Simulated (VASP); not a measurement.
# CdS (sol) (F-43m) in VASP: notebook

Runs on CdS (sol). Level: PBEsol. Tasks: single point.

Program: VASP 6.6.1. These are calculated values, not measurements. Logs are shortened: lines on timing, memory, paths and dates and some standing lists are left out, and cuts for length are marked.

## 1. The cell of the first run

It takes space group F-43m (No. 216, cubic). The conventional cell has a = 5.767 Å, b = 5.767 Å, c = 5.767 Å, α = 90.00°, β = 90.00°, γ = 90.00°. Cd (site symmetry -43m) has 4 S at 2.50 Å within 3.3 Å. Within 3.3 Å of S (site symmetry -43m) lie 4 Cd at 2.50 Å.

## 2. Single point, PBEsol (strained cell)

Input file INCAR:

```
  ALGO = Normal
  EDIFF = 1E-6
  ENCUT = 500
  GGA = PS
  GGA_COMPAT = F
  ISIF = 2
  ISMEAR = 0
  LASPH = T
  LCHARG = T
  LELF = T
  LREAL = F
  LVHAR = T
  LWAVE = F
  NBANDS = 16
  NELM = 120
  PREC = Accurate
  SIGMA = 0.02
```

Input file KPOINTS:

```
k-points
0
Gamma
  8 8 8
```

Input file POSCAR:

```
CdS
1.0
    0.0000000000      2.8833750000      2.8833750000
    2.8833750000      0.0000000000      2.8833750000
    2.8833750000      2.8833750000      0.0000000000
Cd S
1 1
Direct
    0.0000000000      0.0000000000      0.0000000000
    0.2500000000      0.2500000000      0.2500000000
```

Potentials or basis: VASP PAW PBE potentials, release 64 (Cd, S).

The run is started by

```sh
> cat potpaw_PBE.64/Cd/POTCAR potpaw_PBE.64/S/POTCAR > POTCAR
> mpirun -np 1 vasp_std > vasp.out
```

OUTCAR:

```text
EDIFF = 1E-6
   ENCUT = 500
   GGA = PS
   ISIF = 2
   ISMEAR = 0
   LASPH = T
   LREAL = F
   NELM = 120
   PREC = Accurate

 ion  position               nearest neighbor table
   1  0.000  0.000  0.000-   2 2.50   2 2.50   2 2.50   2 2.50
   2  0.250  0.250  0.250-   1 2.50   1 2.50   1 2.50   1 2.50

  LATTYP: Found a face centered cubic cell.
 ALAT       =     5.7667500000

  Lattice vectors:

 A1 = (   0.0000000000,   2.8833750000,   2.8833750000)
 A2 = (   2.8833750000,   0.0000000000,   2.8833750000)
 A3 = (   2.8833750000,   2.8833750000,   0.0000000000)

Analysis of symmetry for initial positions (statically):
=====================================================================
 Subroutine PRICEL returns:
 Original cell was already a primitive cell.

 Routine SETGRP: Setting up the symmetry group for a
 face centered cubic supercell.

 Subroutine GETGRP returns: Found 24 space group operations
 (whereof 24 operations were pure point group operations)
 out of a pool of 48 trial point group operations.

The static configuration has the point symmetry T_d .

Analysis of symmetry for dynamics (positions and initial velocities):
=====================================================================
 Subroutine PRICEL returns:
 Original cell was already a primitive cell.

 Routine SETGRP: Setting up the symmetry group for a
 face centered cubic supercell.

 Subroutine GETGRP returns: Found 24 space group operations
 (whereof 24 operations were pure point group operations)
 out of a pool of 48 trial point group operations.

The dynamic configuration has the point symmetry T_d .

 Subroutine INISYM returns: Found 24 space group operations
 (whereof 24 operations are pure point group operations),
 and found     1 'primitive' translations

----------------------------------------------------------------------------------------

                                     Primitive cell

  volume of cell :      47.9439

  direct lattice vectors                    reciprocal lattice vectors
     0.000000000  2.883375000  2.883375000    -0.173407899  0.173407899  0.173407899
     2.883375000  0.000000000  2.883375000     0.173407899 -0.173407899  0.173407899
     2.883375000  2.883375000  0.000000000     0.173407899  0.173407899 -0.173407899

  length of vectors
     4.077708030  4.077708030  4.077708030     0.300351291  0.300351291  0.300351291

  position of ions in fractional coordinates (direct lattice)
     0.000000000  0.000000000  0.000000000
     0.250000000  0.250000000  0.250000000

  ion indices of the primitive-cell ions
   primitive index   ion index
                 1           1
                 2           2

----------------------------------------------------------------------------------------

 KPOINTS: k-points

Automatic generation of k-mesh.
 Grid dimensions read from file:
 generate k-points for:    8    8    8

 Generating k-lattice:

  Cartesian coordinates                     Fractional coordinates (reciprocal lattice)
    -0.021675987  0.021675987  0.021675987     0.125000000  0.000000000  0.000000000
     0.021675987 -0.021675987  0.021675987     0.000000000  0.125000000  0.000000000
     0.021675987  0.021675987 -0.021675987     0.000000000  0.000000000  0.125000000

  Length of vectors
     0.037543911  0.037543911  0.037543911

  Shift w.r.t. Gamma in fractional coordinates (k-lattice)
     0.000000000  0.000000000  0.000000000

 Subroutine IBZKPT returns following result:
 ===========================================

 Found     29 irreducible k-points:

 Following reciprocal coordinates:
            Coordinates               Weight
  0.000000  0.000000  0.000000      1.000000
  0.125000  0.000000  0.000000      8.000000
  0.250000  0.000000  0.000000      8.000000
  0.375000  0.000000  0.000000      8.000000
  0.500000  0.000000  0.000000      4.000000
  0.125000  0.125000  0.000000      6.000000
[... 16 lines left out ...]
  0.500000  0.250000  0.125000     48.000000
 -0.375000  0.250000  0.125000     24.000000
 [... further k-points ...]
   k-points           NKPTS =     29   k-points in BZ     NKDIM =     29   number of bands    NBANDS=     16
   number of dos      NEDOS =    301   number of ions     NIONS =      2
   total plane-waves  NPLWV =  27000
   dimension x,y,z NGX =    30 NGY =   30 NGZ =   30
   dimension x,y,z NGXF=    60 NGYF=   60 NGZF=   60
   ions per type =               1   1
   NGX,Y,Z   is equivalent  to a cutoff of  12.23, 12.23, 12.23 a.u.
   NGXF,Y,Z  is equivalent  to a cutoff of  24.46, 24.46, 24.46 a.u.
 SYSTEM =  unknown system
   PREC   = accura    normal or accurate (medium, high low for compatibility)
   ISTART =      0    job   : 0-new  1-cont  2-samecut
   ICHARG =      2    charge: 1-file 2-atom 10-const
   ISPIN  =      1    spin polarized calculation?
   LNONCOLLINEAR =      F non collinear calculations
   LSORBIT =      F    spin-orbit coupling
   LASPH  =      T    aspherical Exc in radial PAW
   ENCUT  =  500.0 eV  36.75 Ry    6.06 a.u.   7.43  7.43  7.43*2*pi/ulx,y,z
   NELM   =    120;   NELMIN=  2; NELMDL= -5     # of ELM steps
   EDIFF  = 0.1E-05   stopping-criterion for ELM
   LREAL  =      F    real-space projection
   EDIFFG = 0.1E-04   stopping-criterion for IOM
   NSW    =      0    number of steps for IOM
   IBRION =     -1    ionic relax: 0-MD 1-quasi-New 2-CG
   NFREE  =      0    steps in history (QN), initial steepest desc. (CG)
   ISIF   =      2    stress and relaxation
   ISYM   =      2    0-nonsym 1-usesym 2-fastsym
   POTIM  = 0.5000    time-step for ionic-motion
   TEBEG  =    0.0;   TEEND  =   0.0 temperature during run
   PSTRESS=    0.0 pullay stress
   NELECT =      18.0000    total number of electrons
   NUPDOWN=      -1.0000    fix difference up-down
   EMIN   =  10.00;   EMAX   =-10.00  energy-range for DOS
   EFERMI =   0.00;   METHOD = LEGACY
   ISMEAR =     0;   SIGMA  =   0.02  broadening in eV -4-tet -1-fermi 0-gaus
   EFERMI_NEDOS =   21; number of points for ismear=-14 and -15
   IALGO  =     38    algorithm
   IMIX   =      4    mixing-type and parameters
     AMIX     =   0.40;   BMIX     =  1.00
     AMIX_MAG =   1.60;   BMIX_MAG =  1.00
  volume/ion in A,a.u.               =      23.97       161.77
  Fermi-wavevector in a.u.,A,eV,Ry     =   1.181013  2.231790 18.977281  1.394791
  Thomas-Fermi vector in A             =   2.317294
   LORBIT       =      0    0 simple, 1 ext, 2 COOP (PROOUT), +10 PAW based schemes
   GGA     = PS    functional components
   LHFCALC =     F    Hartree Fock is set to
   AEXX    =    0.0000 exact exchange contribution
   IVDW    =     0    specifies the selected vdW correction
   LEPSILON=     F    determine dielectric tensor
   LRPA    =     F    only Hartree local field effects (RPA)
 non-spin polarized calculation
 Gauss-broadening in eV      SIGMA  =   0.02
  energy-cutoff  :      500.00
  volume of cell :       47.94
 maximum number of plane-waves:      1243
 NGX is ok and might be reduce to    30
   NGX = 15   NGY = 15   NGZ = 15

 number of electron      18.0000008 magnetization

 Free energy of the ion-electron system (eV)
  ---------------------------------------------------
  ext. energy  EPLUGINS =         0.00000000
  ---------------------------------------------------
  free energy    TOTEN  =        -6.80027534 eV

  energy without entropy =       -6.80027534  energy(sigma->0) =       -6.80027534

 E-fermi :   1.6366     XC(G=0):  -9.5403

 val. band max:        1.5145159356   @ k =   0.0000   0.0000   0.0000
 cond. band min:       2.5930149357   @ k =   0.0000   0.0000   0.0000
 fundamental gap:      1.0784990001
 Fermi energy:         1.6365757509

 k-point     1 :       0.0000    0.0000    0.0000
  band No.  band energies     occupation
      1     -11.0902      2.00000
      2      -6.3515      2.00000
      3      -6.3515      2.00000
      4      -6.3515      2.00000
      5      -5.8145      2.00000
      6      -5.8145      2.00000
[... 8 lines left out ...]
     15      13.0119      0.00000
     16      13.0119      0.00000

 k-point     2 :       0.1250    0.0000    0.0000
  band No.  band energies     occupation
      1     -11.0215      2.00000
      2      -6.3266      2.00000
      3      -6.3266      2.00000
      4      -6.2982      2.00000
      5      -5.8159      2.00000
      6      -5.8159      2.00000
[... 8 lines left out ...]
     15      12.3602      0.00000
     16      13.4423      0.00000

 k-point     3 :       0.2500    0.0000    0.0000
  band No.  band energies     occupation
      1     -10.8543      2.00000
      2      -6.2727      2.00000
      3      -6.2727      2.00000
      4      -6.0987      2.00000
      5      -5.8102      2.00000
      6      -5.8102      2.00000
[... 8 lines left out ...]
     15      12.1115      0.00000
     16      12.7111      0.00000

 k-point     4 :       0.3750    0.0000    0.0000
  band No.  band energies     occupation
      1     -10.6867      2.00000
      2      -6.2312      2.00000
      3      -6.2312      2.00000
      4      -5.7877      2.00000
      5      -5.7877      2.00000
      6      -5.7084      2.00000
[... 8 lines left out ...]
     15      13.0075      0.00000
     16      13.0075      0.00000

 k-point     5 :       0.5000    0.0000    0.0000
  band No.  band energies     occupation
      1     -10.6178      2.00000
      2      -6.2186      2.00000
      3      -6.2186      2.00000
      4      -5.7725      2.00000
      5      -5.7725      2.00000
      6      -5.4024      2.00000
[... 8 lines left out ...]
     15      14.0961      0.00000
     16      14.0961      0.00000

 k-point     6 :       0.1250    0.1250    0.0000
  band No.  band energies     occupation
      1     -10.9988      2.00000
      2      -6.3112      2.00000
      3      -6.3029      2.00000
      4      -6.3029      2.00000
      5      -5.8333      2.00000
      6      -5.8002      2.00000
[... 8 lines left out ...]
     15      13.1099      0.00000
     16      14.1757      0.00000

 k-point     7 :       0.2500    0.1250    0.0000
  band No.  band energies     occupation
      1     -10.8648      2.00000
      2      -6.2719      2.00000
      3      -6.2450      2.00000
      4      -6.1654      2.00000
      5      -5.8375      2.00000
      6      -5.7864      2.00000
[... 8 lines left out ...]
     15      12.9635      0.00000
     16      14.1631      0.00000

 k-point     8 :       0.3750    0.1250    0.0000
  band No.  band energies     occupation
      1     -10.6980      2.00000
      2      -6.2280      2.00000
      3      -6.1963      2.00000
      4      -5.9167      2.00000
      5      -5.7699      2.00000
      6      -5.7364      2.00000
[... 8 lines left out ...]
     15      13.5102      0.00000
     16      13.6155      0.00000

 k-point     9 :       0.5000    0.1250    0.0000
  band No.  band energies     occupation
      1     -10.5973      2.00000
      2      -6.2064      2.00000
      3      -6.1807      2.00000
      4      -5.8218      2.00000
      5      -5.7686      2.00000
      6      -5.3941      2.00000
[... 8 lines left out ...]
     15      13.9099      0.00000
     16      14.1293      0.00000
[... 172 lines left out ...]
 k-point    19 :       0.5000    0.3750    0.0000
  band No.  band energies     occupation
      1     -10.4943      2.00000
      2      -6.1257      2.00000
      3      -5.9968      2.00000
      4      -5.9762      2.00000
      5      -5.7318      2.00000
      6      -5.3489      2.00000
[... 8 lines left out ...]
     15      14.2428      0.00000
     16      15.2636      0.00000

 k-point    20 :      -0.3750    0.3750    0.0000
  band No.  band energies     occupation
      1     -10.4860      2.00000
      2      -6.1401      2.00000
      3      -6.0255      2.00000
      4      -5.9193      2.00000
      5      -5.7649      2.00000
      6      -5.1812      2.00000
[... 8 lines left out ...]
     15      13.5463      0.00000
     16      15.8546      0.00000

 k-point    21 :       0.5000    0.5000    0.0000
  band No.  band energies     occupation
      1     -10.4722      2.00000
      2      -6.1321      2.00000
      3      -5.9619      2.00000
      4      -5.9619      2.00000
      5      -5.7161      2.00000
      6      -5.3373      2.00000
[... 8 lines left out ...]
     15      13.8725      0.00000
     16      15.0529      0.00000

 k-point    22 :       0.3750    0.2500    0.1250
  band No.  band energies     occupation
      1     -10.7315      2.00000
      2      -6.2173      2.00000
      3      -6.1868      2.00000
      4      -6.0230      2.00000
      5      -5.8120      2.00000
      6      -5.7506      2.00000
[... 8 lines left out ...]
     15      13.5429      0.00000
     16      15.3628      0.00000

 k-point    23 :       0.5000    0.2500    0.1250
  band No.  band energies     occupation
      1     -10.5998      2.00000
      2      -6.1773      2.00000
      3      -6.1473      2.00000
      4      -5.8965      2.00000
      5      -5.7780      2.00000
      6      -5.5126      2.00000
[... 8 lines left out ...]
     15      14.3818      0.00000
     16      14.6461      0.00000

 k-point    24 :      -0.3750    0.2500    0.1250
  band No.  band energies     occupation
      1     -10.5461      2.00000
      2      -6.1726      2.00000
      3      -6.1280      2.00000
      4      -5.8472      2.00000
      5      -5.7856      2.00000
      6      -5.2753      2.00000
[... 8 lines left out ...]
     15      13.7882      0.00000
     16      14.7459      0.00000

 [... further k-points ...]
[... 5 lines left out ...]
  --------------------------------------------------------------------------------------
  -------------------------------------------------------------------------------------
  Total        0.7193514      0.7193514      0.7193514      0.0000000     -0.0000000      0.0000000
  in kB       24.0391050     24.0391050     24.0391050      0.0000000     -0.0000000      0.0000000
  external PRESSURE =      24.0391050 kB  Pullay stress =       0.0000000 kB

 VOLUME and BASIS-vectors are now :
 -----------------------------------------------------------------------------
  energy-cutoff  :      500.00
  volume of cell :       47.94
      direct lattice vectors                 reciprocal lattice vectors
     0.000000000  2.883375000  2.883375000    -0.173407899  0.173407899  0.173407899
     2.883375000  0.000000000  2.883375000     0.173407899 -0.173407899  0.173407899
     2.883375000  2.883375000  0.000000000     0.173407899  0.173407899 -0.173407899

 POSITION                                       TOTAL-FORCE (eV/Angst)
 -----------------------------------------------------------------------------------
      0.00000      0.00000      0.00000        -0.000000     -0.000000     -0.000000
      1.44169      1.44169      1.44169         0.000000      0.000000      0.000000
 -----------------------------------------------------------------------------------
    total drift:                               -0.000000     -0.000000     -0.000000

  FREE ENERGIE OF THE ION-ELECTRON SYSTEM (eV)
  ---------------------------------------------------
  free  energy   TOTEN  =        -6.8002753392 eV

  energy  without entropy=       -6.8002753392  energy(sigma->0) =       -6.80027534
```

Wall time 20 s (1 thread of Intel Xeon Platinum 8375C at 2.90GHz (Ice Lake), shared host); peak memory 0.17 GiB.

What came out:

* Free energy: -6.8003 eV
* Pressure: 2.4 GPa
* Band gap on the k mesh: 1.08 eV, direct

Levels at points of the mesh, in eV from the valence-band top:
```tsv
k point	band 5	band 6	band 7	band 8	band 9	band 10	band 11	band 12	band 13	band 14
(0.00, 0.00, 0.00)	-7.33	-7.33	0.00	0.00	0.00	1.08	6.43	6.43	6.43	11.39
(0.50, 0.00, 0.00)	-7.29	-6.92	-4.70	-0.82	-0.82	2.94	6.91	6.91	7.43	10.99
(0.50, 0.50, 0.00)	-7.23	-6.85	-4.17	-2.04	-2.04	3.33	4.28	9.23	10.88	10.88
```

Caveat: the cell differs from its parent crystal (strained cell); the PAW data sets were made with another functional, which shifts forces and pressure a little.

## 3. Single point, PBEsol

Input file INCAR:

```
PREC = Accurate ; ENCUT = 500
EDIFF = 1E-6 ; ISMEAR = 0
SIGMA = 0.01 ; LREAL = False
LASPH = True ; NELM = 120
ALGO = Normal ; ISIF = 2
LWAVE = False ; LCHARG = False
GGA = PS ; NBANDS = 16
GGA_COMPAT = False
```

Input file KPOINTS:

```
regular mesh
0
Gamma
  8 8 8
```

POSCAR is that of step 2.

Potentials or basis: VASP PAW PBE potentials, release 64 (Cd, S).

The run is started by

```sh
> cat potpaw_PBE.64/Cd/POTCAR potpaw_PBE.64/S/POTCAR > POTCAR
> mpirun -np 1 vasp_std > vasp.out
```

Run time: 20 s. Hardware: 1 thread of Intel Xeon Platinum 8375C at 2.90GHz (Ice Lake), shared host; peak memory 0.17 GiB.

Results (log left out):

```yaml
Free_energy: -6.8003 eV
Pressure: 2.4 GPa
Band_gap_on_the_k_mesh: 1.08 eV, direct
```

Levels at points of the mesh, in eV from the valence-band top:
| k point | band 6 | band 7 | band 8 | band 9 | band 10 | band 11 | band 12 | band 13 |
| --- | --- | --- | --- | --- | --- | --- | --- | --- |
| (0.00, 0.00, 0.00) | -7.33 | 0.00 | 0.00 | 0.00 | 1.08 | 6.43 | 6.43 | 6.43 |
| (0.50, 0.00, 0.00) | -6.92 | -4.70 | -0.82 | -0.82 | 2.94 | 6.91 | 6.91 | 7.43 |
| (0.50, 0.50, 0.00) | -6.85 | -4.17 | -2.04 | -2.04 | 3.33 | 4.28 | 9.23 | 10.88 |

Caveat: the PAW data sets were made with another functional, which shifts forces and pressure a little.

(Part 1 of 2 ends here.)
